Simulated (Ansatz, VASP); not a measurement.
**C: VASP beside Ansatz**

```
C
1.0
     2.45881    0.00000    0.00000
    -1.22941    2.12940    0.00000
     0.00000    0.00000   23.52288
C
4
Direct
  0.33333 0.66667 0.31884
  0.66667 0.33333 0.31884
  0.33333 0.66667 0.68116
  0.66667 0.33333 0.68116
```

Alike in both runs: task single point; functional PBEsol; k mesh 15 × 15 × 1; occupations gaussian, width 0.1 eV; no spin polarisation.

```csv
,VASP,Ansatz
version,VASP 6.6.1,Ansatz 0.2.0
potentials or method,"VASP PAW PBE potentials, release 64 (C), cutoff 520 eV","scalar-relativistic, plane waves, PAW"
valence electrons in the cell,16,16
```

```csv
,VASP,Ansatz,Ansatz less VASP
gap on the k mesh at the Fermi level (eV),none,none,-
"work function, face that differs most (eV)",4.31,4.31,+0.002
```

VASP's potentials were made for PBE, not for PBEsol. A gap of «none» marks a metal or a gap that the smearing closes. The functional is the same, so the differences come from potentials, cutoffs and numerics. Ansatz's warnings: xc potential rough in thin density.
